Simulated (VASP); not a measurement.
# La (Fm-3m) in VASP: a series of runs

Runs on La. Level: BLYP. Tasks: single point, relaxation of cell and atoms.

Everything below comes from runs of VASP 6.6.1. Logs are shortened: lines on timing, memory, paths and dates and some standing lists are left out, and cuts for length are marked.

### 1 The cell of the first run

The structure is cubic, space group Fm-3m (No. 225). The conventional cell has a = 5.430 Å, b = 5.430 Å, c = 5.430 Å, α = 90.00°, β = 90.00°, γ = 90.00°. Within 5.0 Å of La (site symmetry m-3m) lie 12 La at 3.84 Å.

This isn't the form of La at room conditions, which is double hcp.

### 2 Single point, BLYP

The input, INCAR:

```
SYSTEM = La
PREC = Accurate
ENCUT = 520
EDIFF = 1E-6
ISMEAR = -1
SIGMA = 0.1
LREAL = .FALSE.
LASPH = .TRUE.
NELM = 80
ALGO = Normal
ISIF = 2
LWAVE = .FALSE.
LCHARG = .TRUE.
GGA = B5
ALDAX = 1.0
AGGAX = 1.0
AGGAC = 1.0
ALDAC = 0.0
LELF = .TRUE.
LVHAR = .TRUE.
NBANDS = 12
```

The input, KPOINTS:

```
regular mesh
0
G
  10 10 10
  0 0 0
```

The input, POSCAR:

```
La
1.0
    0.0000000000      2.7151865931      2.7151865931
    2.7151865931      0.0000000000      2.7151865931
    2.7151865931      2.7151865931      0.0000000000
La
1
Direct
    0.0000000000      0.0000000000      0.0000000000
```

Potentials or basis: VASP PAW PBE potentials, release 64 (La).

Launch:

```bash
> cat potpaw_PBE.64/La/POTCAR > POTCAR
> mpirun -np 1 vasp_std > vasp.out
```

OUTCAR:

```text
SYSTEM = La
   PREC = Accurate
   ENCUT = 520
   EDIFF = 1E-6
   ISMEAR = -1
   LREAL = .FALSE.
   LASPH = .TRUE.
   NELM = 80
   ISIF = 2
   GGA = B5

 ion  position               nearest neighbor table
   1  0.000  0.000  0.000-

  LATTYP: Found a face centered cubic cell.
 ALAT       =     5.4303731862

  Lattice vectors:

 A1 = (   0.0000000000,   2.7151865931,   2.7151865931)
 A2 = (   2.7151865931,   0.0000000000,   2.7151865931)
 A3 = (   2.7151865931,   2.7151865931,   0.0000000000)

Analysis of symmetry for initial positions (statically):
=====================================================================
 Subroutine PRICEL returns:
 Original cell was already a primitive cell.

 Routine SETGRP: Setting up the symmetry group for a
 face centered cubic supercell.

 Subroutine GETGRP returns: Found 48 space group operations
 (whereof 48 operations were pure point group operations)
 out of a pool of 48 trial point group operations.

The static configuration has the point symmetry O_h .

Analysis of symmetry for dynamics (positions and initial velocities):
=====================================================================
 Subroutine PRICEL returns:
 Original cell was already a primitive cell.

 Routine SETGRP: Setting up the symmetry group for a
 face centered cubic supercell.

 Subroutine GETGRP returns: Found 48 space group operations
 (whereof 48 operations were pure point group operations)
 out of a pool of 48 trial point group operations.

The dynamic configuration has the point symmetry O_h .

 Subroutine INISYM returns: Found 48 space group operations
 (whereof 48 operations are pure point group operations),
 and found     1 'primitive' translations

----------------------------------------------------------------------------------------

                                     Primitive cell

  volume of cell :      40.0340

  direct lattice vectors                    reciprocal lattice vectors
     0.000000000  2.715186593  2.715186593    -0.184149407  0.184149407  0.184149407
     2.715186593  0.000000000  2.715186593     0.184149407 -0.184149407  0.184149407
     2.715186593  2.715186593  0.000000000     0.184149407  0.184149407 -0.184149407

  length of vectors
     3.839853704  3.839853704  3.839853704     0.318956128  0.318956128  0.318956128

  position of ions in fractional coordinates (direct lattice)
     0.000000000  0.000000000  0.000000000

  ion indices of the primitive-cell ions
   primitive index   ion index
                 1           1

----------------------------------------------------------------------------------------

 KPOINTS: regular mesh

Automatic generation of k-mesh.
 Grid dimensions read from file:
 generate k-points for:   10   10   10

 Generating k-lattice:

  Cartesian coordinates                     Fractional coordinates (reciprocal lattice)
    -0.018414941  0.018414941  0.018414941     0.100000000  0.000000000  0.000000000
     0.018414941 -0.018414941  0.018414941     0.000000000  0.100000000  0.000000000
     0.018414941  0.018414941 -0.018414941     0.000000000  0.000000000  0.100000000

  Length of vectors
     0.031895613  0.031895613  0.031895613

  Shift w.r.t. Gamma in fractional coordinates (k-lattice)
     0.000000000  0.000000000  0.000000000

 Subroutine IBZKPT returns following result:
 ===========================================

 Found     47 irreducible k-points:

 Following reciprocal coordinates:
            Coordinates               Weight
  0.000000  0.000000  0.000000      1.000000
  0.100000  0.000000  0.000000      8.000000
  0.200000  0.000000  0.000000      8.000000
  0.300000  0.000000  0.000000      8.000000
  0.400000  0.000000  0.000000      8.000000
  0.500000  0.000000  0.000000      4.000000
[... 16 lines left out ...]
  0.300000  0.300000  0.000000      6.000000
  0.400000  0.300000  0.000000     24.000000
 [... further k-points ...]
   k-points           NKPTS =     47   k-points in BZ     NKDIM =     47   number of bands    NBANDS=     12
   number of dos      NEDOS =    301   number of ions     NIONS =      1
   total plane-waves  NPLWV =  27000
   dimension x,y,z NGX =    30 NGY =   30 NGZ =   30
   dimension x,y,z NGXF=    60 NGYF=   60 NGZF=   60
   ions per type =               1
   NGX,Y,Z   is equivalent  to a cutoff of  12.99, 12.99, 12.99 a.u.
   NGXF,Y,Z  is equivalent  to a cutoff of  25.98, 25.98, 25.98 a.u.
 SYSTEM =  La
   PREC   = accura    normal or accurate (medium, high low for compatibility)
   ISTART =      0    job   : 0-new  1-cont  2-samecut
   ICHARG =      2    charge: 1-file 2-atom 10-const
   ISPIN  =      1    spin polarized calculation?
   LNONCOLLINEAR =      F non collinear calculations
   LSORBIT =      F    spin-orbit coupling
   LASPH  =      T    aspherical Exc in radial PAW
   ENCUT  =  520.0 eV  38.22 Ry    6.18 a.u.   7.14  7.14  7.14*2*pi/ulx,y,z
   NELM   =     80;   NELMIN=  2; NELMDL= -5     # of ELM steps
   EDIFF  = 0.1E-05   stopping-criterion for ELM
   LREAL  =      F    real-space projection
   EDIFFG = 0.1E-04   stopping-criterion for IOM
   NSW    =      0    number of steps for IOM
   IBRION =     -1    ionic relax: 0-MD 1-quasi-New 2-CG
   NFREE  =      0    steps in history (QN), initial steepest desc. (CG)
   ISIF   =      2    stress and relaxation
   ISYM   =      2    0-nonsym 1-usesym 2-fastsym
   POTIM  = 0.5000    time-step for ionic-motion
   TEBEG  =    0.0;   TEEND  =   0.0 temperature during run
   PSTRESS=    0.0 pullay stress
   NELECT =      11.0000    total number of electrons
   NUPDOWN=      -1.0000    fix difference up-down
   EMIN   =  10.00;   EMAX   =-10.00  energy-range for DOS
   EFERMI =   0.00;   METHOD = LEGACY
   ISMEAR =    -1;   SIGMA  =   0.10  broadening in eV -4-tet -1-fermi 0-gaus
   EFERMI_NEDOS =   21; number of points for ismear=-14 and -15
   IALGO  =     38    algorithm
   IMIX   =      4    mixing-type and parameters
     AMIX     =   0.40;   BMIX     =  1.00
     AMIX_MAG =   1.60;   BMIX_MAG =  1.00
  volume/ion in A,a.u.               =      40.03       270.16
  Fermi-wavevector in a.u.,A,eV,Ry     =   1.064297  2.011229 15.411693  1.132727
  Thomas-Fermi vector in A             =   2.199810
   LORBIT       =      0    0 simple, 1 ext, 2 COOP (PROOUT), +10 PAW based schemes
   GGA     = B5    functional components
   LHFCALC =     F    Hartree Fock is set to
   AEXX    =    0.0000 exact exchange contribution
   IVDW    =     0    specifies the selected vdW correction
   LEPSILON=     F    determine dielectric tensor
   LRPA    =     F    only Hartree local field effects (RPA)
 non-spin polarized calculation
  energy-cutoff  :      520.00
  volume of cell :       40.03
 maximum number of plane-waves:      1091
 NGX is ok and might be reduce to    30
   NGX = 15   NGY = 15   NGZ = 15

 number of electron      11.0000000 magnetization

 Free energy of the ion-electron system (eV)
  ---------------------------------------------------
  ext. energy  EPLUGINS =         0.00000000
  ---------------------------------------------------
  free energy    TOTEN  =        -3.98157678 eV

  energy without entropy =       -3.91364190  energy(sigma->0) =       -3.94760934

 E-fermi :   7.6891     XC(G=0):  -8.7114

 val. band max:        7.6699514848   @ k =  -0.4000   0.3000   0.0000
 cond. band min:       7.7068027650   @ k =   0.3000   0.2000   0.1000
 fundamental gap:      0.0368512802
 Fermi energy:         7.6891166430

 k-point     1 :       0.0000    0.0000    0.0000
  band No.  band energies     occupation
      1     -25.3083      2.00000
      2      -8.4374      2.00000
      3      -8.4374      2.00000
      4      -8.4374      2.00000
      5       4.5606      2.00000
      6       8.7573      0.00005
      7       9.0709      0.00000
      8       9.0709      0.00000
      9       9.0709      0.00000
     10       9.1568      0.00000
     11       9.1568      0.00000
     12       9.1568      0.00000

 k-point     2 :       0.1000    0.0000    0.0000
  band No.  band energies     occupation
      1     -25.2948      2.00000
      2      -8.5540      2.00000
      3      -8.4514      2.00000
      4      -8.4514      2.00000
      5       4.8278      2.00000
      6       8.4327      0.00118
      7       9.0629      0.00000
      8       9.0629      0.00000
      9       9.1069      0.00000
     10       9.1715      0.00000
     11       9.1715      0.00000
     12       9.3253      0.00000

 k-point     3 :       0.2000    0.0000    0.0000
  band No.  band energies     occupation
      1     -25.2593      2.00000
      2      -8.8463      2.00000
      3      -8.4876      2.00000
      4      -8.4876      2.00000
      5       5.4774      2.00000
      6       8.1186      0.02691
      7       9.0290      0.00000
      8       9.0422      0.00000
      9       9.0422      0.00000
     10       9.1849      0.00000
     11       9.1849      0.00000
     12       9.5429      0.00000

 k-point     4 :       0.3000    0.0000    0.0000
  band No.  band energies     occupation
      1     -25.2147      2.00000
      2      -9.1853      2.00000
      3      -8.5318      2.00000
      4      -8.5318      2.00000
      5       6.0047      2.00000
      6       8.3388      0.00301
      7       8.9268      0.00001
      8       8.9984      0.00000
      9       8.9984      0.00000
     10       9.1849      0.00000
     11       9.1849      0.00000
     12       9.6613      0.00000

 k-point     5 :       0.4000    0.0000    0.0000
  band No.  band energies     occupation
      1     -25.1782      2.00000
      2      -9.4446      2.00000
      3      -8.5670      2.00000
      4      -8.5670      2.00000
      5       6.0965      2.00000
      6       8.8267      0.00002
      7       8.9338      0.00001
      8       8.9338      0.00001
      9       9.0021      0.00000
     10       9.1815      0.00000
     11       9.1815      0.00000
     12       9.5900      0.00000
[... 228 lines left out ...]
      1     -25.1647      2.00000
      2      -9.2903      2.00000
      3      -8.8578      2.00000
      4      -8.5818      2.00000
      5       6.9891      1.99818
      6       7.9613      0.12344
      7       8.2587      0.00670
      8       9.0686      0.00000
      9       9.1356      0.00000
     10       9.2105      0.00000
     11       9.4206      0.00000
     12       9.5657      0.00000

 k-point    22 :      -0.2000    0.2000    0.0000
  band No.  band energies     occupation
      1     -25.1994      2.00000
      2      -9.1298      2.00000
      3      -8.7525      2.00000
      4      -8.5252      2.00000
      5       6.6492      1.99994
      6       7.8118      0.45346
      7       8.3448      0.00284
      8       9.0788      0.00000
      9       9.0867      0.00000
     10       9.2686      0.00000
     11       9.3368      0.00000
     12       9.5743      0.00000

 k-point    23 :       0.3000    0.3000    0.0000
  band No.  band energies     occupation
      1     -25.1839      2.00000
      2      -9.1458      2.00000
      3      -8.6994      2.00000
      4      -8.6994      2.00000
      5       6.3735      2.00000
      6       7.0149      1.99764
      7       8.7049      0.00008
      8       9.1928      0.00000
      9       9.1928      0.00000
     10       9.3349      0.00000
     11       9.3889      0.00000
     12       9.3889      0.00000

 k-point    24 :       0.4000    0.3000    0.0000
  band No.  band energies     occupation
      1     -25.1550      2.00000
      2      -9.2843      2.00000
      3      -8.7802      2.00000
      4      -8.7423      2.00000
      5       6.4231      1.99999
      6       6.9175      1.99911
      7       8.7919      0.00003
      8       9.2061      0.00000
      9       9.2437      0.00000
     10       9.2761      0.00000
     11       9.4228      0.00000
     12       9.4412      0.00000

 [... further k-points ...]

------------------------ aborting loop because EDIFF is reached ----------------------------------------

  FORCE on cell =-STRESS in cart. coord.  units (eV):
  Direction    XX          YY          ZZ          XY          YZ          ZX
  --------------------------------------------------------------------------------------
  -------------------------------------------------------------------------------------
  Total        0.0021902      0.0021902      0.0021902      0.0000000     -0.0000000      0.0000000
  in kB        0.0876531      0.0876531      0.0876531      0.0000000     -0.0000000      0.0000000
  external PRESSURE =       0.0876531 kB  Pullay stress =       0.0000000 kB

 VOLUME and BASIS-vectors are now :
 -----------------------------------------------------------------------------
  energy-cutoff  :      520.00
  volume of cell :       40.03
      direct lattice vectors                 reciprocal lattice vectors
     0.000000000  2.715186593  2.715186593    -0.184149407  0.184149407  0.184149407
     2.715186593  0.000000000  2.715186593     0.184149407 -0.184149407  0.184149407
     2.715186593  2.715186593  0.000000000     0.184149407  0.184149407 -0.184149407

 POSITION                                       TOTAL-FORCE (eV/Angst)
 -----------------------------------------------------------------------------------
      0.00000      0.00000      0.00000         0.000000     -0.000000      0.000000
 -----------------------------------------------------------------------------------
    total drift:                               -0.000000     -0.000000     -0.000000

  FREE ENERGIE OF THE ION-ELECTRON SYSTEM (eV)
  ---------------------------------------------------
  free  energy   TOTEN  =        -3.9815767762 eV

  energy  without entropy=       -3.9136418954  energy(sigma->0) =       -3.94760934
```

Run time: 80 s. Hardware: 1 thread of Intel Xeon 8259CL, shared host; peak memory 0.19 GiB.

What came out:

- Free energy: -3.9816 eV
- Pressure: 0.0 GPa
- Band gap on the k mesh: zero (an odd number of electrons rules out a gap without spin polarisation)

Caveat: the PAW data sets were made with another functional, which shifts forces and pressure a little; spin-orbit coupling is left out, which moves the levels of the heavy elements.

(Continued in part 2 of 2.)
